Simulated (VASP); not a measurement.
# SrTiO3 in VASP: further runs

Aim: see how the results for SrTiO3 move with the level of theory and the settings. Levels: PBE, r2SCAN. Tasks: single point.

Program: VASP 6.6.1. These are calculated values, not measurements. Logs are shortened: lines on timing, memory, paths and dates and some standing lists are left out, and cuts for length are marked.

### Step 1. The cell of the first run

The structure is cubic, space group Pm-3m (No. 221). The conventional cell has a = 3.907 Å, b = 3.907 Å, c = 3.907 Å, α = 90.00°, β = 90.00°, γ = 90.00°. Sr (site symmetry m-3m) has 12 O at 2.76 Å and 8 Ti at 3.38 Å within 3.6 Å. Within 2.6 Å of Ti (site symmetry m-3m) lie 6 O at 1.95 Å. O (site symmetry 4/mmm) has 2 Ti at 1.95 Å within 2.6 Å.

### Step 2. Single point, PBE

INCAR

```
SYSTEM = SrTiO3
PREC     = Accurate       ! precision mode
ENCUT    = 520            ! plane-wave cutoff, eV
EDIFF    = 1E-6           ! SCF threshold, eV
ISMEAR   = -1             ! smearing method
SIGMA    = 0.02           ! smearing width, eV
LREAL    = .False.        ! projectors in reciprocal space
LASPH    = .True.         ! aspherical terms in the spheres
NELM     = 80             ! most SCF steps
ALGO     = Normal         ! electronic algorithm
ISIF     = 2              ! what is computed and relaxed
LWAVE    = .False.        ! write WAVECAR
LCHARG   = .False.        ! write CHGCAR
GGA      = PE             ! functional
NBANDS   = 28             ! bands
```

KPOINTS

```
regular mesh
0
Gamma
  6 6 6
  0 0 0
```

POSCAR

```
SrTiO3
1.0
    3.9068515106      0.0000000000      0.0000000000
    0.0000000000      3.9068515106      0.0000000000
    0.0000000000      0.0000000000      3.9068515106
Sr Ti O
1 1 3
Direct
    0.0000000000      0.0000000000      0.0000000000
    0.5000000000      0.5000000000      0.5000000000
    0.5000000000      0.5000000000      0.0000000000
    0.5000000000      0.0000000000      0.5000000000
    0.0000000000      0.5000000000      0.5000000000
```

Potentials or basis: VASP PAW PBE potentials, release 64 (Sr_sv, Ti_sv, O).

Run with:

```bash
$ cat potpaw_PBE.64/Sr_sv/POTCAR potpaw_PBE.64/Ti_sv/POTCAR potpaw_PBE.64/O/POTCAR > POTCAR
$ mpirun -np 1 vasp_std > vasp.out
```

OUTCAR:

```text
SYSTEM = SrTiO3
   PREC = Accurate
   ENCUT = 520
   EDIFF = 1E-6
   ISMEAR = -1
   LREAL = .False.
   LASPH = .True.
   NELM = 80
   ISIF = 2
   GGA = PE

 ion  position               nearest neighbor table
   1  0.000  0.000  0.000-   3 2.76   4 2.76   5 2.76   4 2.76   5 2.76   3 2.76   5 2.76   5 2.76
                             3 2.76   4 2.76   4 2.76   3 2.76   2 3.38   2 3.38   2 3.38   2 3.38
   2  0.500  0.500  0.500-   3 1.95   4 1.95   5 1.95   3 1.95   4 1.95   5 1.95   1 3.38   1 3.38
                             1 3.38   1 3.38   1 3.38   1 3.38   1 3.38   1 3.38
   3  0.500  0.500  0.000-   2 1.95   2 1.95   1 2.76   1 2.76   1 2.76   1 2.76
   4  0.500  0.000  0.500-   2 1.95   2 1.95   1 2.76   1 2.76   1 2.76   1 2.76
   5  0.000  0.500  0.500-   2 1.95   2 1.95   1 2.76   1 2.76   1 2.76   1 2.76

  LATTYP: Found a simple cubic cell.
 ALAT       =     3.9068515106

  Lattice vectors:

 A1 = (   3.9068515106,   0.0000000000,   0.0000000000)
 A2 = (   0.0000000000,   3.9068515106,   0.0000000000)
 A3 = (   0.0000000000,   0.0000000000,   3.9068515106)

Analysis of symmetry for initial positions (statically):
=====================================================================
 Subroutine PRICEL returns:
 Original cell was already a primitive cell.

 Routine SETGRP: Setting up the symmetry group for a
 simple cubic supercell.

 Subroutine GETGRP returns: Found 48 space group operations
 (whereof 48 operations were pure point group operations)
 out of a pool of 48 trial point group operations.

The static configuration has the point symmetry O_h .

Analysis of symmetry for dynamics (positions and initial velocities):
=====================================================================
 Subroutine PRICEL returns:
 Original cell was already a primitive cell.

 Routine SETGRP: Setting up the symmetry group for a
 simple cubic supercell.

 Subroutine GETGRP returns: Found 48 space group operations
 (whereof 48 operations were pure point group operations)
 out of a pool of 48 trial point group operations.

The dynamic configuration has the point symmetry O_h .

 Subroutine INISYM returns: Found 48 space group operations
 (whereof 48 operations are pure point group operations),
 and found     1 'primitive' translations

----------------------------------------------------------------------------------------

[... 93 lines left out ...]
   EDIFF  = 0.1E-05   stopping-criterion for ELM
   LREAL  =      F    real-space projection
   EDIFFG = 0.1E-04   stopping-criterion for IOM
   NSW    =      0    number of steps for IOM
   IBRION =     -1    ionic relax: 0-MD 1-quasi-New 2-CG
   NFREE  =      0    steps in history (QN), initial steepest desc. (CG)
   ISIF   =      2    stress and relaxation
   ISYM   =      2    0-nonsym 1-usesym 2-fastsym
   POTIM  = 0.5000    time-step for ionic-motion
   TEBEG  =    0.0;   TEEND  =   0.0 temperature during run
   PSTRESS=    0.0 pullay stress
   NELECT =      40.0000    total number of electrons
   NUPDOWN=      -1.0000    fix difference up-down
   EMIN   =  10.00;   EMAX   =-10.00  energy-range for DOS
   EFERMI =   0.00;   METHOD = LEGACY
   ISMEAR =    -1;   SIGMA  =   0.02  broadening in eV -4-tet -1-fermi 0-gaus
   EFERMI_NEDOS =   21; number of points for ismear=-14 and -15
   IALGO  =     38    algorithm
   IMIX   =      4    mixing-type and parameters
     AMIX     =   0.40;   BMIX     =  1.00
     AMIX_MAG =   1.60;   BMIX_MAG =  1.00
  volume/ion in A,a.u.               =      11.93        80.48
  Fermi-wavevector in a.u.,A,eV,Ry     =   1.433072  2.708113 27.942210  2.053695
  Thomas-Fermi vector in A             =   2.552630
   LORBIT       =      0    0 simple, 1 ext, 2 COOP (PROOUT), +10 PAW based schemes
   GGA     = PE    functional components
   LHFCALC =     F    Hartree Fock is set to
   AEXX    =    0.0000 exact exchange contribution
   IVDW    =     0    specifies the selected vdW correction
   LEPSILON=     F    determine dielectric tensor
   LRPA    =     F    only Hartree local field effects (RPA)
 non-spin polarized calculation
  energy-cutoff  :      520.00
  volume of cell :       59.63
 maximum number of plane-waves:      1640
 NGX is ok and might be reduce to    30
   NGX = 15   NGY = 15   NGZ = 15

 number of electron      40.0000004 magnetization

 Free energy of the ion-electron system (eV)
  ---------------------------------------------------
  ext. energy  EPLUGINS =         0.00000000
  ---------------------------------------------------
  free energy    TOTEN  =       -40.07864450 eV

  energy without entropy =      -40.07864450  energy(sigma->0) =      -40.07864450

 E-fermi :   4.6825     XC(G=0): -11.2634

 val. band max:        4.1539934583   @ k =   0.5000   0.5000   0.5000
 cond. band min:       6.0064070146   @ k =   0.0000   0.0000   0.0000
 fundamental gap:      1.8524135563
 Fermi energy:         4.6824982593

 k-point     1 :       0.0000    0.0000    0.0000
  band No.  band energies     occupation
      1     -52.3177      2.00000
      2     -28.6409      2.00000
      3     -28.5630      2.00000
      4     -28.5630      2.00000
      5     -28.5630      2.00000
      6     -13.2693      2.00000
[... 609 lines left out ...]
     27      12.5141      0.00000
     28      12.5141      0.00000

------------------------ aborting loop because EDIFF is reached ----------------------------------------

  FORCE on cell =-STRESS in cart. coord.  units (eV):
  Direction    XX          YY          ZZ          XY          YZ          ZX
  --------------------------------------------------------------------------------------
  -------------------------------------------------------------------------------------
  Total        1.7554102      1.7554102      1.7554102      0.0000000     -0.0000000     -0.0000000
  in kB       47.1637667     47.1637667     47.1637667      0.0000000     -0.0000000     -0.0000000
  external PRESSURE =      47.1637667 kB  Pullay stress =       0.0000000 kB

 VOLUME and BASIS-vectors are now :
 -----------------------------------------------------------------------------
  energy-cutoff  :      520.00
  volume of cell :       59.63
      direct lattice vectors                 reciprocal lattice vectors
     3.906851511  0.000000000  0.000000000     0.255960585  0.000000000  0.000000000
     0.000000000  3.906851511  0.000000000     0.000000000  0.255960585  0.000000000
     0.000000000  0.000000000  3.906851511     0.000000000  0.000000000  0.255960585

 POSITION                                       TOTAL-FORCE (eV/Angst)
 -----------------------------------------------------------------------------------
      0.00000      0.00000      0.00000         0.000000      0.000000      0.000000
      1.95343      1.95343      1.95343         0.000000      0.000000      0.000000
      1.95343      1.95343      0.00000         0.000000      0.000000      0.000000
      1.95343      0.00000      1.95343         0.000000      0.000000      0.000000
      0.00000      1.95343      1.95343         0.000000      0.000000      0.000000
 -----------------------------------------------------------------------------------
    total drift:                                0.000000      0.000000     -0.000000

  FREE ENERGIE OF THE ION-ELECTRON SYSTEM (eV)
  ---------------------------------------------------
  free  energy   TOTEN  =       -40.0786444978 eV

  energy  without entropy=      -40.0786444978  energy(sigma->0) =      -40.07864450
```

OSZICAR:

```text
N       E                     dE             d eps       ncg     rms          rms(c)
DAV:   1     0.437791703046E+03    0.43779E+03   -0.21697E+04  1120   0.159E+03
DAV:   2    -0.539788857295E+00   -0.43833E+03   -0.41660E+03  1252   0.441E+02
DAV:   3    -0.477995755959E+02   -0.47260E+02   -0.46783E+02  1488   0.140E+02
DAV:   4    -0.503002413478E+02   -0.25007E+01   -0.24951E+01  1704   0.273E+01
DAV:   5    -0.503709835936E+02   -0.70742E-01   -0.70724E-01  1528   0.391E+00    0.266E+01
DAV:   6    -0.401484102112E+02    0.10223E+02   -0.52560E+01  1568   0.645E+01    0.147E+01
DAV:   7    -0.401585436362E+02   -0.10133E-01   -0.75116E+00  1488   0.208E+01    0.109E+01
DAV:   8    -0.401415472877E+02    0.16996E-01   -0.13713E+00  1356   0.123E+01    0.287E+00
DAV:   9    -0.400903635168E+02    0.51184E-01   -0.32095E-01  1452   0.516E+00    0.117E+00
DAV:  10    -0.400843451155E+02    0.60184E-02   -0.93751E-02  1384   0.216E+00    0.694E-01
DAV:  11    -0.400786452960E+02    0.56998E-02   -0.23473E-02  1744   0.142E+00    0.138E-01
DAV:  12    -0.400786649020E+02   -0.19606E-04   -0.13948E-03  1380   0.383E-01    0.120E-01
DAV:  13    -0.400786425680E+02    0.22334E-04   -0.37181E-04  1624   0.144E-01    0.373E-02
DAV:  14    -0.400786506519E+02   -0.80839E-05   -0.10223E-04  1440   0.573E-02    0.282E-02
DAV:  15    -0.400786446845E+02    0.59673E-05   -0.30185E-05  1560   0.509E-02    0.126E-02
DAV:  16    -0.400786444978E+02    0.18679E-06   -0.66475E-06  1248   0.284E-02
   1 F= -.40078644E+02 E0= -.40078644E+02  d E =-.872678E-13
```

It took 46 s on 1 thread of Intel Xeon 8259CL, shared host; peak memory 0.19 GiB.

Results:

* Free energy: -40.0786 eV
* Pressure: 4.7 GPa
* Band gap on the k mesh: 1.85 eV (least direct gap 2.21 eV)

Levels at points of the mesh, in eV from the valence-band top:
| k point | band 16 | band 17 | band 18 | band 19 | band 20 | band 21 | band 22 | band 23 | band 24 | band 25 |
| --- | --- | --- | --- | --- | --- | --- | --- | --- | --- | --- |
| (0.00, 0.00, 0.00) | -1.17 | -1.17 | -0.36 | -0.36 | -0.36 | 1.85 | 1.85 | 1.85 | 4.29 | 4.29 |
| (0.50, 0.00, 0.00) | -2.35 | -2.35 | -1.98 | -0.73 | -0.73 | 2.02 | 3.77 | 3.77 | 4.31 | 6.51 |
| (0.50, 0.50, 0.00) | -2.85 | -1.72 | -1.57 | -1.57 | -0.09 | 3.78 | 3.78 | 4.23 | 5.27 | 7.88 |
| (0.50, 0.50, 0.50) | -3.73 | -3.73 | 0.00 | 0.00 | 0.00 | 4.45 | 4.45 | 4.45 | 6.94 | 6.94 |

Caveat: the cell stands under pressure. A k mesh can miss the band edges.

### Step 3. Single point, r2SCAN

POSCAR is that of step 2.

INCAR.step1

```
SYSTEM = SrTiO3
PREC = Accurate ; ENCUT = 520
ISMEAR = 0 ; SIGMA = 0.01
LREAL = .FALSE. ; LASPH = .TRUE.
NELM = 60 ; NBANDS = 28
GGA = PE ; ALGO = Normal
EDIFF = 1E-4 ; LWAVE = .TRUE.
LCHARG = .FALSE.
```

INCAR.step2

```
SYSTEM = SrTiO3
PREC = Accurate ; ENCUT = 520
EDIFF = 1E-6 ; ISMEAR = 0
SIGMA = 0.01 ; LREAL = .FALSE.
LASPH = .TRUE. ; NELM = 60
ALGO = Normal ; ISIF = 2
LWAVE = .FALSE. ; LCHARG = .FALSE.
METAGGA = R2SCAN ; LMIXTAU = .TRUE.
NBANDS = 28 ; ISTART = 1
```

KPOINTS

```
regular mesh
0
G
  6 6 6
  0 0 0
```

Potentials or basis: VASP PAW PBE potentials, release 64 (Sr_sv, Ti_sv, O).

Run with:

```bash
$ cat potpaw_PBE.64/Sr_sv/POTCAR potpaw_PBE.64/Ti_sv/POTCAR potpaw_PBE.64/O/POTCAR > POTCAR
$ cp INCAR.step1 INCAR
$ mpirun -np 1 vasp_std > vasp.out
$ cp INCAR.step2 INCAR
$ mpirun -np 1 vasp_std > vasp.out
```

It took 4.4 min on 1 thread of Intel Xeon 8259CL, shared host; peak memory 0.19 GiB.

Results (log left out):

| Property | Result |
| --- | --- |
| Free energy | -63.3290 eV |
| Pressure | 0.9 GPa |
| Band gap on the k mesh | 2.27 eV (least direct gap 2.66 eV) |

Levels at points of the mesh, in eV from the valence-band top:
```
           k point  band 17  band 18  band 19  band 20  band 21  band 22  band 23  band 24
(0.00, 0.00, 0.00)    -1.21    -0.38    -0.38    -0.38     2.27     2.27     2.27     4.59
(0.50, 0.00, 0.00)    -2.36    -2.00    -0.77    -0.77     2.43     4.17     4.17     4.60
(0.50, 0.50, 0.00)    -1.79    -1.61    -1.61    -0.09     4.18     4.18     4.66     5.63
(0.50, 0.50, 0.50)    -3.79     0.00     0.00     0.00     4.87     4.87     4.87     7.63
```

Caveat: the PAW data sets were made with another functional, which shifts forces and pressure a little. A k mesh can miss the band edges.

### Step 4. Single point, PBE (uniaxial z strain -2.5%)

INCAR

```
SYSTEM = SrTiO3
ALGO = Normal
EDIFF = 1E-6
ENCUT = 520
GGA = PE
ISIF = 2
ISMEAR = -1
LASPH = .TRUE.
LCHARG = .FALSE.
LREAL = .FALSE.
LWAVE = .FALSE.
NBANDS = 28
NELM = 80
PREC = Accurate
SIGMA = 0.02
```

KPOINTS

```
k-points
0
G
  6 6 6
  0 0 0
```

Edit POSCAR of step 3 so:

```diff
@@ -4,3 +4,3 @@
     0.0000000000      3.9068515106      0.0000000000
-    0.0000000000      0.0000000000      3.9068515106
+    0.0000000000      0.0000000000      3.8091802228
 Sr Ti O
```

Run with:

```bash
$ cat potpaw_PBE.64/Sr_sv/POTCAR potpaw_PBE.64/Ti_sv/POTCAR potpaw_PBE.64/O/POTCAR > POTCAR
$ mpirun -np 1 vasp_std > vasp.out
```

It took 99 s on 1 thread of Intel Xeon 8259CL, shared host; peak memory 0.21 GiB.

Results (log left out):

* Free energy: -39.9883 eV
* Pressure: 10.0 GPa
* Band gap on the k mesh: 1.85 eV (least direct gap 2.19 eV)

Stress tensor (GPa, compression positive):
```
 7.62  0.00  0.00
 0.00  7.62  0.00
 0.00  0.00 14.74
```

Levels at points of the mesh, in eV from the valence-band top:
| k point | band 16 | band 17 | band 18 | band 19 | band 20 | band 21 | band 22 | band 23 | band 24 | band 25 |
| --- | --- | --- | --- | --- | --- | --- | --- | --- | --- | --- |
| (0.00, 0.00, 0.00) | -1.25 | -1.16 | -0.37 | -0.37 | -0.34 | 1.85 | 1.90 | 1.90 | 4.36 | 4.55 |
| (0.50, 0.00, 0.00) | -2.36 | -2.31 | -2.07 | -0.73 | -0.73 | 2.07 | 3.81 | 3.81 | 4.53 | 6.72 |
| (0.50, 0.50, 0.00) | -2.84 | -1.71 | -1.71 | -1.69 | -0.17 | 3.82 | 3.82 | 4.26 | 5.67 | 7.93 |
| (0.00, 0.00, 0.50) | -2.62 | -2.50 | -2.09 | -0.77 | -0.77 | 2.06 | 4.06 | 4.06 | 4.38 | 6.85 |
| (0.50, 0.00, 0.50) | -2.94 | -1.73 | -1.56 | -1.56 | -0.10 | 3.82 | 4.07 | 4.42 | 5.39 | 8.01 |
| (0.50, 0.50, 0.50) | -3.90 | -3.68 | -0.06 | 0.00 | 0.00 | 4.51 | 4.66 | 4.66 | 6.93 | 7.06 |

Caveat: the cell differs from its parent crystal (uniaxial z strain -2.5%); the cell stands under pressure. A k mesh can miss the band edges.

### Step 5. Single point, r2SCAN (uniaxial z strain -2.5%)

POSCAR is that of step 4.

INCAR.step1

```
  PREC = Accurate
  ENCUT = 520
  ISMEAR = 0
  SIGMA = 0.01
  LREAL = False
  LASPH = True
  NELM = 60
  NBANDS = 28
  GGA = PE
  ALGO = Normal
  EDIFF = 1E-4
  LWAVE = True
  LCHARG = False
```

INCAR.step2

```
  PREC = Accurate
  ENCUT = 520
  EDIFF = 1E-6
  ISMEAR = 0
  SIGMA = 0.01
  LREAL = False
  LASPH = True
  NELM = 60
  ALGO = Normal
  ISIF = 2
  LWAVE = False
  LCHARG = False
  METAGGA = R2SCAN
  LMIXTAU = True
  NBANDS = 28
  ISTART = 1
```

KPOINTS

```
regular mesh
0
Gamma
  6 6 6
```

Potentials or basis: VASP PAW PBE potentials, release 64 (Sr_sv, Ti_sv, O).

Run with:

```bash
$ cat potpaw_PBE.64/Sr_sv/POTCAR potpaw_PBE.64/Ti_sv/POTCAR potpaw_PBE.64/O/POTCAR > POTCAR
$ cp INCAR.step1 INCAR
$ mpirun -np 1 vasp_std > vasp.out
$ cp INCAR.step2 INCAR
$ mpirun -np 1 vasp_std > vasp.out
```

OUTCAR:

```text
PREC = Accurate
   ENCUT = 520
   EDIFF = 1E-6
   ISMEAR = 0
   LREAL = False
   LASPH = True
   NELM = 60
   ISIF = 2
   METAGGA = R2SCAN
   ISTART = 1

 ion  position               nearest neighbor table
   1  0.000  0.000  0.000-   4 2.73   5 2.73   4 2.73   5 2.73   5 2.73   5 2.73   4 2.73   4 2.73
                             3 2.76   3 2.76   3 2.76   3 2.76   2 3.36   2 3.36   2 3.36   2 3.36
   2  0.500  0.500  0.500-   3 1.90   3 1.90   5 1.95   4 1.95   4 1.95   5 1.95   1 3.36   1 3.36
                             1 3.36   1 3.36   1 3.36   1 3.36   1 3.36   1 3.36
[... 953 lines left out ...]
  -------------------------------------------------------------------------------------
  Total        1.3900409      1.3900409      4.0565058      0.0000000      0.0000000      0.0000000
  in kB       38.3047679     38.3047679    111.7834089      0.0000000      0.0000000      0.0000000
  external PRESSURE =      62.7976482 kB  Pullay stress =       0.0000000 kB

 VOLUME and BASIS-vectors are now :
 -----------------------------------------------------------------------------
  energy-cutoff  :      520.00
  volume of cell :       58.14
      direct lattice vectors                 reciprocal lattice vectors
     3.906851511  0.000000000  0.000000000     0.255960585  0.000000000  0.000000000
     0.000000000  3.906851511  0.000000000     0.000000000  0.255960585  0.000000000
     0.000000000  0.000000000  3.809180223     0.000000000  0.000000000  0.262523677

 POSITION                                       TOTAL-FORCE (eV/Angst)
 -----------------------------------------------------------------------------------
      0.00000      0.00000      0.00000         0.000000      0.000000      0.000000
      1.95343      1.95343      1.90459         0.000000      0.000000      0.000000
      1.95343      1.95343      0.00000         0.000000      0.000000      0.000000
      1.95343      0.00000      1.90459         0.000000      0.000000      0.000000
      0.00000      1.95343      1.90459         0.000000      0.000000      0.000000
 -----------------------------------------------------------------------------------
    total drift:                                0.000000      0.000000     -0.000000

  FREE ENERGIE OF THE ION-ELECTRON SYSTEM (eV)
  ---------------------------------------------------
  free  energy   TOTEN  =       -63.2725709883 eV

  energy  without entropy=      -63.2725709883  energy(sigma->0) =      -63.27257099
```

OUTCAR.step1:

```text
PREC = Accurate
   ENCUT = 520
   ISMEAR = 0
   LREAL = False
   LASPH = True
[... 979 lines left out ...]
      1.95343      1.95343      1.90459         0.000000      0.000000      0.000000
      1.95343      1.95343      0.00000         0.000000      0.000000      0.000000
      1.95343      0.00000      1.90459         0.000000      0.000000      0.000000
      0.00000      1.95343      1.90459         0.000000      0.000000      0.000000
 -----------------------------------------------------------------------------------
    total drift:                                0.000000      0.000000     -0.000000

  FREE ENERGIE OF THE ION-ELECTRON SYSTEM (eV)
  ---------------------------------------------------
  free  energy   TOTEN  =       -39.9883360869 eV

  energy  without entropy=      -39.9883360869  energy(sigma->0) =      -39.98833609
```

Run time: 5.5 min. Hardware: 1 thread of Intel Xeon 8259CL, shared host; peak memory 0.22 GiB.

What came out:

| Property | Result |
| --- | --- |
| Free energy | -63.2726 eV |
| Pressure | 6.3 GPa |
| Band gap on the k mesh | 2.28 eV (least direct gap 2.65 eV) |

Stress tensor (GPa, compression positive):
```
 3.83  0.00  0.00
 0.00  3.83  0.00
 0.00  0.00 11.18
```

Caveat: the cell differs from its parent crystal (uniaxial z strain -2.5%); the cell stands under pressure; the PAW data sets were made with another functional, which shifts forces and pressure a little. A k mesh can miss the band edges.

### Step 6. Summary

```csv
level,cell,smearing,gap on the mesh (eV),pressure (GPa)
PBE,"a = 3.907 Å, 5 atoms",fermi-dirac 0.02 eV,1.85,4.7
r2SCAN,"a = 3.907 Å, 5 atoms",gaussian 0.01 eV,2.27,0.9
PBE,"a = 3.907, b = 3.907, c = 3.809 Å, 5 atoms",fermi-dirac 0.02 eV,1.85,10.0
r2SCAN,"a = 3.907, b = 3.907, c = 3.809 Å, 5 atoms",gaussian 0.01 eV,2.28,6.3
```

Alike in all rows: task single point; potentials or basis VASP PAW PBE potentials, release 64 (Sr_sv, Ti_sv, O); no spin polarisation; k mesh 6 × 6 × 6; cutoff (eV) 520.

Caveats: the cell stands under pressure (at least some runs); the PAW data sets were made with another functional, which shifts forces and pressure a little (at least some runs).

Total energies depend on the potentials used, so only differences within one code and one set of settings carry meaning.
